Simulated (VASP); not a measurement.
# ZnGa2O2 (P6/mmm) in VASP: notebook

Runs on ZnGa2O2. Level: PBE. Tasks: single point, relaxation of cell and atoms.

Everything below comes from runs of VASP 6.6.1. Logs are shortened: lines on timing, memory, paths and dates and some standing lists are left out, and cuts for length are marked.

## Step 1: The cell of the first run

It takes space group P6/mmm (No. 191, hexagonal). Conventional cell: a = 5.285 Å, b = 5.285 Å, c = 3.627 Å, α = 90.00°, β = 90.00°, γ = 120.00°. Zn (site symmetry 6/mmm) has 6 Ga at 3.05 Å and 12 O at 3.55 Å and 2 Zn at 3.63 Å within 4.0 Å. Ga (site symmetry -6m2) has 2 O at 1.81 Å within 2.4 Å. O (site symmetry -6m2) has 2 Ga at 1.81 Å within 2.4 Å.

The cell was built from a structure type or drawn by symmetry, and may not be a known phase.

## Step 2: Single point, PBE

Contents of INCAR:

```
SYSTEM = ZnGa2O2
PREC = Accurate
ENCUT = 520
EDIFF = 1E-6
ISMEAR = 0
SIGMA = 0.1
LREAL = .FALSE.
LASPH = .TRUE.
NELM = 80
ALGO = Normal
ISIF = 2
LWAVE = .FALSE.
LCHARG = .FALSE.
GGA = PE
NBANDS = 33
```

Contents of KPOINTS:

```
regular mesh
0
G
  6 6 6
  0 0 0
```

Contents of POSCAR:

```
ZnGa2O2
1.0
    5.2847767749     -0.0000000032      0.0000000000
   -2.6423883847      4.5767509420      0.0000000000
    0.0000000000      0.0000000000      3.6271886823
Zn Ga O
1 2 2
Direct
    0.0000000000      0.0000000000      0.0000000000
    0.3333333333      0.6666666667      0.0000000000
    0.6666666667      0.3333333333      0.0000000000
    0.3333333333      0.6666666667      0.5000000000
    0.6666666667      0.3333333333      0.5000000000
```

Potentials or basis: VASP PAW PBE potentials, release 64 (Zn, Ga_d, O).

Launch:

```bash
cat potpaw_PBE.64/Zn/POTCAR potpaw_PBE.64/Ga_d/POTCAR potpaw_PBE.64/O/POTCAR > POTCAR
mpirun -np 1 vasp_std > vasp.out
```

OUTCAR:

```text
SYSTEM = ZnGa2O2
   PREC = Accurate
   ENCUT = 520
   EDIFF = 1E-6
   ISMEAR = 0
   LREAL = .FALSE.
   LASPH = .TRUE.
   NELM = 80
   ISIF = 2
   GGA = PE

 ion  position               nearest neighbor table
   1  0.000  0.000  0.000-
   2  0.333  0.667  0.000-   4 1.81   4 1.81
   3  0.667  0.333  0.000-   5 1.81   5 1.81
   4  0.333  0.667  0.500-   2 1.81   2 1.81
   5  0.667  0.333  0.500-   3 1.81   3 1.81

  LATTYP: Found a hexagonal cell.
 ALAT       =     5.2847767749
 C/A-ratio  =     0.6863466210

  Lattice vectors:

 A1 = (   5.2847767749,  -0.0000000032,   0.0000000000)
 A2 = (  -2.6423883847,   4.5767509420,   0.0000000000)
 A3 = (   0.0000000000,   0.0000000000,   3.6271886823)

Analysis of symmetry for initial positions (statically):
=====================================================================
 Subroutine PRICEL returns:
 Original cell was already a primitive cell.

 Routine SETGRP: Setting up the symmetry group for a
 hexagonal supercell.

 Subroutine GETGRP returns: Found 24 space group operations
 (whereof 24 operations were pure point group operations)
 out of a pool of 24 trial point group operations.

The static configuration has the point symmetry D_6h.

Analysis of symmetry for dynamics (positions and initial velocities):
=====================================================================
 Subroutine PRICEL returns:
 Original cell was already a primitive cell.

 Routine SETGRP: Setting up the symmetry group for a
 hexagonal supercell.

 Subroutine GETGRP returns: Found 24 space group operations
 (whereof 24 operations were pure point group operations)
 out of a pool of 24 trial point group operations.

The dynamic configuration has the point symmetry D_6h.

 Subroutine INISYM returns: Found 24 space group operations
 (whereof 24 operations are pure point group operations),
 and found     1 'primitive' translations

----------------------------------------------------------------------------------------

                                     Primitive cell

  volume of cell :      87.7312

  direct lattice vectors                    reciprocal lattice vectors
     5.284776775 -0.000000003  0.000000000     0.189222751  0.109247806  0.000000000
    -2.642388385  4.576750942  0.000000000     0.000000000  0.218495613  0.000000000
     0.000000000  0.000000000  3.627188682     0.000000000  0.000000000  0.275695611

  length of vectors
     5.284776775  5.284776775  3.627188682     0.218495613  0.218495613  0.275695611

  position of ions in fractional coordinates (direct lattice)
     0.000000000  0.000000000  0.000000000
     0.333333333  0.666666667  0.000000000
     0.666666667  0.333333333  0.000000000
     0.333333333  0.666666667  0.500000000
     0.666666667  0.333333333  0.500000000

  ion indices of the primitive-cell ions
   primitive index   ion index
                 1           1
                 2           2
                 3           3
                 4           4
                 5           5

----------------------------------------------------------------------------------------

 KPOINTS: regular mesh

Automatic generation of k-mesh.
 Grid dimensions read from file:
 generate k-points for:    6    6    6

 Generating k-lattice:

  Cartesian coordinates                     Fractional coordinates (reciprocal lattice)
     0.031537125  0.018207968  0.000000000     0.166666667  0.000000000  0.000000000
     0.000000000  0.036415935  0.000000000    -0.000000000  0.166666667  0.000000000
     0.000000000  0.000000000  0.045949269     0.000000000  0.000000000  0.166666667

  Length of vectors
     0.036415935  0.036415935  0.045949269

  Shift w.r.t. Gamma in fractional coordinates (k-lattice)
     0.000000000  0.000000000  0.000000000

 Subroutine IBZKPT returns following result:
 ===========================================

 Found     28 irreducible k-points:

 Following reciprocal coordinates:
            Coordinates               Weight
  0.000000  0.000000  0.000000      1.000000
  0.166667 -0.000000  0.000000      6.000000
[... 42 lines left out ...]

  energy without entropy =      -18.49824640  energy(sigma->0) =      -18.51033487

 E-fermi :   2.2621     XC(G=0):  -9.6909

 val. band max:        2.2434354656   @ k =   0.3333   0.1667   0.3333
 cond. band min:       2.2914930117   @ k =   0.5000  -0.0000   0.3333
 fundamental gap:      0.0480575461
 Fermi energy:         2.2620686636

 k-point     1 :       0.0000    0.0000    0.0000
  band No.  band energies     occupation
      1     -17.0999      2.00000
      2     -16.7817      2.00000
      3     -12.7373      2.00000
      4     -12.7373      2.00000
      5     -12.6931      2.00000
      6     -12.6931      2.00000
[... 25 lines left out ...]
     32      12.4028      0.00000
     33      14.1382      0.00000

 k-point     2 :       0.1667   -0.0000    0.0000
  band No.  band energies     occupation
      1     -17.0808      2.00000
      2     -16.8004      2.00000
      3     -12.7504      2.00000
      4     -12.7460      2.00000
      5     -12.6867      2.00000
      6     -12.6787      2.00000
[... 25 lines left out ...]
     32      12.5238      0.00000
     33      12.7701      0.00000

 k-point     3 :       0.3333   -0.0000    0.0000
  band No.  band energies     occupation
      1     -17.0317      2.00000
      2     -16.8487      2.00000
      3     -12.7669      2.00000
      4     -12.7600      2.00000
      5     -12.6774      2.00000
      6     -12.6597      2.00000
[... 25 lines left out ...]
     32      10.4045      0.00000
     33      11.2266      0.00000

 k-point     4 :       0.5000   -0.0000    0.0000
  band No.  band energies     occupation
      1     -16.9925      2.00000
      2     -16.8874      2.00000
      3     -12.7732      2.00000
      4     -12.7663      2.00000
      5     -12.6737      2.00000
      6     -12.6521      2.00000
[... 673 lines left out ...]
     32      11.0361      0.00000
     33      11.1412      0.00000

 k-point    23 :       0.1667   -0.0000    0.5000
  band No.  band energies     occupation
      1     -16.1192      2.00000
      2     -15.7929      2.00000
      3     -13.0451      2.00000
      4     -13.0077      2.00000
      5     -12.7479      2.00000
      6     -12.7424      2.00000
[... 25 lines left out ...]
     32       9.7098      0.00000
     33      11.2121      0.00000

 k-point    24 :       0.3333   -0.0000    0.5000
  band No.  band energies     occupation
      1     -16.0642      2.00000
      2     -15.8507      2.00000
      3     -13.0389      2.00000
      4     -13.0148      2.00000
      5     -12.7643      2.00000
      6     -12.7538      2.00000
[... 25 lines left out ...]
     32       8.8415      0.00000
     33      11.3529      0.00000

 [... further k-points ...]

------------------------ aborting loop because EDIFF is reached ----------------------------------------

  FORCE on cell =-STRESS in cart. coord.  units (eV):
  Direction    XX          YY          ZZ          XY          YZ          ZX
  --------------------------------------------------------------------------------------
  -------------------------------------------------------------------------------------
  Total        0.0662589      0.0662589      0.1474159     -0.0000000      0.0000000      0.0000000
  in kB        1.2100430      1.2100430      2.6921597     -0.0000000      0.0000000      0.0000000
  external PRESSURE =       1.7040819 kB  Pullay stress =       0.0000000 kB

 VOLUME and BASIS-vectors are now :
 -----------------------------------------------------------------------------
  energy-cutoff  :      520.00
  volume of cell :       87.73
      direct lattice vectors                 reciprocal lattice vectors
     5.284776775 -0.000000003  0.000000000     0.189222751  0.109247806  0.000000000
    -2.642388385  4.576750942  0.000000000     0.000000000  0.218495613  0.000000000
     0.000000000  0.000000000  3.627188682     0.000000000  0.000000000  0.275695611

 POSITION                                       TOTAL-FORCE (eV/Angst)
 -----------------------------------------------------------------------------------
      0.00000      0.00000      0.00000        -0.000000      0.000000      0.000000
      0.00000      3.05117      0.00000         0.000000      0.000000      0.000000
      2.64239      1.52558      0.00000        -0.000000     -0.000000      0.000000
      0.00000      3.05117      1.81359         0.000000     -0.000000      0.000000
      2.64239      1.52558      1.81359        -0.000000      0.000000     -0.000000
 -----------------------------------------------------------------------------------
    total drift:                                0.000000     -0.000000     -0.000000

  FREE ENERGIE OF THE ION-ELECTRON SYSTEM (eV)
  ---------------------------------------------------
  free  energy   TOTEN  =       -18.5224233355 eV

  energy  without entropy=      -18.4982463959  energy(sigma->0) =      -18.51033487
```

It took 54 s on 1 thread of AMD EPYC 7R13 (Zen 3), shared host; peak memory 0.21 GiB.

What came out:

| Quantity | Value |
| --- | --- |
| Free energy | -18.5224 eV |
| Pressure | 0.2 GPa |
| Band gap on the k mesh | zero (bands 25 and 26 overlap by 3.11 eV) |

## Step 3: Relaxation of cell and atoms, PBE

This run uses another cell than the first one, of 14.50 Å³/atom.

Contents of INCAR:

```
SYSTEM = ZnGa2O2
  PREC = Accurate
  ENCUT = 600
  EDIFF = 1E-6
  ISMEAR = 0
  SIGMA = 0.1
  LREAL = .False.
  LASPH = .True.
  NELM = 100
  ALGO = Normal
  ISIF = 3
  LWAVE = .False.
  LCHARG = .False.
  GGA = PE
  IBRION = 2
  NSW = 90
  EDIFFG = -0.04
```

Contents of KPOINTS:

```
Automatic mesh
0
Gamma
  6 6 6
  0 0 0
```

Contents of POSCAR:

```
ZnGa2O2
1.0
    4.8021171900      0.0000000000      0.0000000000
   -2.4010585900      4.1587554800      0.0000000000
    0.0000000000      0.0000000000      3.6302562700
Zn Ga O
1 2 2
Direct
    0.0000000000      0.0000000000      0.0000000000
    0.3333333300      0.6666666700      0.0000000000
    0.6666666700      0.3333333300      0.0000000000
    0.3333333300      0.6666666700      0.5000000000
    0.6666666700      0.3333333300      0.5000000000
```

Potentials or basis: VASP PAW PBE potentials, release 64 (Zn, Ga_d, O).

Launch:

```bash
cat potpaw_PBE.64/Zn/POTCAR potpaw_PBE.64/Ga_d/POTCAR potpaw_PBE.64/O/POTCAR > POTCAR
mpirun -np 1 vasp_std > vasp.out
```

Run time: 5.2 min. Hardware: 1 thread of AMD EPYC 7R13 (Zen 3), shared host; peak memory 0.23 GiB.

It converged, with:

| Property | Result |
| --- | --- |
| Free energy | -18.5134 eV |
| Relaxed volume | 17.59 Å³/atom |
| Relaxed cell | a = 5.290 Å, b = 5.290 Å, c = 3.630 Å, α = 90.00°, β = 90.00°, γ = 120.00° |
| Space group after relaxing (to 0.1 Å) | P6/mmm (No. 191) |
| Energy gained by relaxing | 52.5 meV/atom |
| Ionic steps | 8 |
| Pressure after relaxing | 0.0 GPa |
| Band gap on the k mesh | zero (bands 25 and 26 overlap by 3.11 eV) |

Stress tensor (GPa, compression positive):
```
 0.08  0.00  0.00
 0.00  0.08  0.00
 0.00  0.00 -0.12
```

Step by step:
```tsv
step	energy change (eV)	largest force (eV/Å)	pressure (GPa)	volume (Å³)
1	0.0000	0.0000	6.05	72.50
2	-0.1415	0.0000	0.47	78.39
3	-0.1527	0.0000	-1.78	81.94
4	-0.2452	0.0000	-0.04	84.56
5	-0.2577	0.0000	0.74	85.76
6	-0.2578	0.0000	0.84	85.86
7	-0.2615	0.0000	0.32	87.15
8	-0.2623	0.0000	0.01	87.96
```

Final structure:
```
CELL_PARAMETERS angstrom
5.28954 0.00000 0.00000
-2.64477 4.58088 0.00000
0.00000 0.00000 3.63029
ATOMIC_POSITIONS crystal
Zn 0.00000 0.00000 0.00000
Ga 0.33333 0.66667 0.00000
Ga 0.66667 0.33333 0.00000
O 0.33333 0.66667 0.50000
O 0.66667 0.33333 0.50000
```

Levels at points of the mesh, in eV from the Fermi level:
```tsv
k point	band 22	band 23	band 24	band 25	band 26	band 27	band 28	band 29
(0.00, 0.00, 0.00)	-4.11	-2.93	-2.93	0.18	1.00	2.09	2.09	2.95
(0.50, 0.00, 0.00)	-4.17	-2.39	-2.07	-1.79	-0.63	1.32	5.87	6.03
(0.00, 0.00, 0.50)	-2.02	-2.02	-1.38	0.79	0.79	1.32	1.65	1.65
(0.50, 0.00, 0.50)	-2.69	-2.21	-1.83	-0.84	0.70	2.31	3.07	6.24
```

Caveat: the volume moved by over 15 % at a fixed basis, so the end points are rough.

## Step 4: Single point, PBE, collinear spin, ferromagnetic start

Contents of INCAR:

```
SYSTEM = ZnGa2O2
ALGO = Normal ; EDIFF = 1E-6
ENCUT = 520 ; GGA = PE
ISIF = 2 ; ISMEAR = 0
ISPIN = 2 ; LASPH = .True.
LCHARG = .False. ; LORBIT = 11
LREAL = .False. ; LWAVE = .False.
MAGMOM = 0 0 0 1 1 ; NBANDS = 37
NELM = 150 ; PREC = Accurate
SIGMA = 0.1
```

Contents of KPOINTS:

```
k-points
0
Gamma
  6 6 6
  0 0 0
```

Contents of POSCAR:

```
ZnGa2O2
1.0
    5.2847767749      0.0000000000      0.0000000000
   -2.6423883874      4.5767509404      0.0000000000
    0.0000000000      0.0000000000      3.6271886823
Zn Ga O
1 2 2
Direct
    0.0000000000      0.0000000000      0.0000000000
    0.3333333333      0.6666666667      0.0000000000
    0.6666666667      0.3333333333      0.0000000000
    0.3333333333      0.6666666667      0.5000000000
    0.6666666667      0.3333333333      0.5000000000
```

Launch:

```bash
cat potpaw_PBE.64/Zn/POTCAR potpaw_PBE.64/Ga_d/POTCAR potpaw_PBE.64/O/POTCAR > POTCAR
mpirun -np 1 vasp_std > vasp.out
```

Wall time 2 min (1 thread of AMD EPYC 7R13 (Zen 3), shared host); peak memory 0.29 GiB.

It converged, with:

- Free energy: -18.5225 eV
- Pressure: 0.1 GPa
- Net moment: 0.15 μB per cell
- Site moments: Zn +0.01; Ga +0.02; O +0.02 μB
- Valence electrons inside the program's atomic spheres: Zn 10.60; Ga 11.64; O 4.98

Stress tensor (GPa, compression positive):
```
0.10 0.00 0.00
0.00 0.10 0.00
0.00 0.00 0.24
```

Levels at points of the mesh, in eV from the Fermi level:
Spin up:
| k point | band 23 | band 24 | band 25 | band 26 | band 27 | band 28 |
| --- | --- | --- | --- | --- | --- | --- |
| (0.00, 0.00, 0.00) | -2.95 | -2.95 | 0.18 | 1.01 | 2.06 | 2.06 |
| (0.50, 0.00, 0.00) | -2.40 | -2.09 | -1.80 | -0.63 | 1.29 | 5.87 |
| (0.00, 0.00, 0.50) | -2.04 | -1.39 | 0.75 | 0.75 | 1.32 | 1.62 |
| (0.50, 0.00, 0.50) | -2.22 | -1.84 | -0.88 | 0.67 | 2.30 | 3.05 |
Spin down:
```csv
k point,band 21,band 22,band 23,band 24,band 25,band 26,band 27,band 28,band 29,band 30
"(0.00, 0.00, 0.00)",-4.11,-4.11,-2.92,-2.92,0.21,1.04,2.12,2.12,2.99,2.99
"(0.50, 0.00, 0.00)",-4.69,-4.14,-2.38,-2.05,-1.77,-0.59,1.35,5.90,6.07,6.33
"(0.00, 0.00, 0.50)",-2.97,-2.01,-2.01,-1.35,0.82,0.82,1.33,1.69,1.69,3.86
"(0.50, 0.00, 0.50)",-3.03,-2.67,-2.20,-1.82,-0.81,0.75,2.31,3.11,6.28,6.28
```

## Step 5: Single point, PBE

This run uses another cell than the first one: it holds 10 atoms, not 5.

Contents of INCAR:

```
PREC = Accurate
ENCUT = 520
EDIFF = 1E-7
ISMEAR = 0
SIGMA = 0.2
LREAL = False
LASPH = True
NELM = 100
ALGO = Normal
ISIF = 2
LWAVE = False
LCHARG = True
GGA = PE
LELF = True
LVHAR = True
NBANDS = 61
```

Contents of KPOINTS:

```
Automatic mesh
0
Gamma
  6 4 4
```

Contents of POSCAR:

```
ZnGa2O2
1.0
    0.0000000000      0.0000000000     -3.6281996198
    2.6946841075     -4.6673297846      0.0000000000
   -8.0840523226     -4.6673297846      0.0000000000
Zn Ga O
2 4 4
Direct
    0.0000000000      0.5000000000      0.5000000000
    0.0000000000      0.0000000000      0.0000000000
    0.0000000000      0.5000000000      0.8333333333
    0.0000000000      0.0000000000      0.3333333333
    0.0000000000      0.0000000000      0.6666666667
    0.0000000000      0.5000000000      0.1666666667
    0.5000000000      0.5000000000      0.8333333333
    0.5000000000      0.0000000000      0.3333333333
    0.5000000000      0.0000000000      0.6666666667
    0.5000000000      0.5000000000      0.1666666667
```

Launch:

```bash
cat potpaw_PBE.64/Zn/POTCAR potpaw_PBE.64/Ga_d/POTCAR potpaw_PBE.64/O/POTCAR > POTCAR
mpirun -np 1 vasp_std > vasp.out
```

Run time: 5.5 min. Hardware: 1 thread of AMD EPYC 7R13 (Zen 3), shared host; peak memory 0.44 GiB.

It converged, with:

| Item | Value |
| --- | --- |
| Free energy | -37.1148 eV |
| Pressure | -0.1 GPa |
| Largest force | 0.009 eV/Å |
| Band gap on the k mesh | zero (bands 50 and 51 overlap by 1.95 eV) |

Forces in eV/Å, atoms in the order of the input:
```
Zn   0.000  0.000  0.000
Zn   0.000  0.000  0.000
Ga   0.008  0.005  0.000
Ga   0.008  0.005  0.000
Ga  -0.008 -0.005  0.000
Ga  -0.008 -0.005  0.000
O   -0.005 -0.003  0.000
O   -0.005 -0.003  0.000
O    0.005  0.003  0.000
O    0.005  0.003  0.000
```

Stress tensor (GPa, compression positive):
```
-0.16  0.10  0.00
 0.10 -0.27  0.00
 0.00  0.00  0.07
```

Levels at points of the mesh, in eV from the Fermi level:
| k point | band 47 | band 48 | band 49 | band 50 | band 51 | band 52 | band 53 | band 54 |
| --- | --- | --- | --- | --- | --- | --- | --- | --- |
| (0.00, 0.00, 0.00) | -2.50 | -2.13 | -1.86 | -0.72 | 0.01 | 0.78 | 1.34 | 2.05 |
| (0.50, 0.00, 0.00) | -1.92 | -1.40 | -0.71 | 0.72 | 0.82 | 0.82 | 1.32 | 1.69 |
| (0.00, 0.50, 0.00) | -2.19 | -2.19 | -1.67 | -1.67 | -1.23 | -1.23 | 2.92 | 2.92 |
| (0.50, 0.50, 0.00) | -1.88 | -1.88 | 0.01 | 0.01 | 0.36 | 0.36 | 2.18 | 2.18 |
| (0.00, 0.00, 0.50) | -2.60 | -2.60 | -0.98 | -0.98 | -0.13 | -0.13 | 1.58 | 1.58 |
| (0.50, 0.00, 0.50) | -2.00 | -2.00 | -0.23 | -0.23 | 0.43 | 0.43 | 1.80 | 1.80 |
| (0.00, 0.50, 0.50) | -2.13 | -2.13 | -1.86 | -1.86 | -0.72 | -0.72 | 1.34 | 1.34 |
| (0.50, 0.50, 0.50) | -1.92 | -1.92 | -0.71 | -0.71 | 0.72 | 0.72 | 2.23 | 2.23 |

## Step 6: The runs side by side

| task | spin | cell | k mesh | cutoff (eV) | smearing | gap on the mesh (eV) | pressure (GPa) |
| --- | --- | --- | --- | --- | --- | --- | --- |
| single point | off | a = 5.285, b = 5.285, c = 3.627 Å, angles 90.0, 90.0, 120.0°, 5 atoms, atomic positions A | 6 × 6 × 6 | 520 | gaussian 0.1 eV | none | 0.2 |
| relaxation of cell and atoms | off | relaxed from a = 4.802, b = 4.802, c = 3.630 Å, angles 90.0, 90.0, 120.0°, 5 atoms, atomic positions A | 6 × 6 × 6 | 600 | gaussian 0.1 eV | none | 0.0 |
| single point | collinear, ferromagnetic start | a = 5.285, b = 5.285, c = 3.627 Å, angles 90.0, 90.0, 120.0°, 5 atoms, atomic positions A | 6 × 6 × 6 | 520 | gaussian 0.1 eV | none | 0.1 |
| single point | off | a = 3.628, b = 5.389, c = 9.335 Å, 10 atoms, atomic positions B | 6 × 4 × 4 | 520 | gaussian 0.2 eV | none | -0.1 |

Alike in all rows: level PBE; potentials or basis VASP PAW PBE potentials, release 64 (Zn, Ga_d, O).

Caveats: the volume moved by over 15 % at a fixed basis, so the end points are rough (at least some runs).

Absolute energies hang on the potentials; compare differences alone.
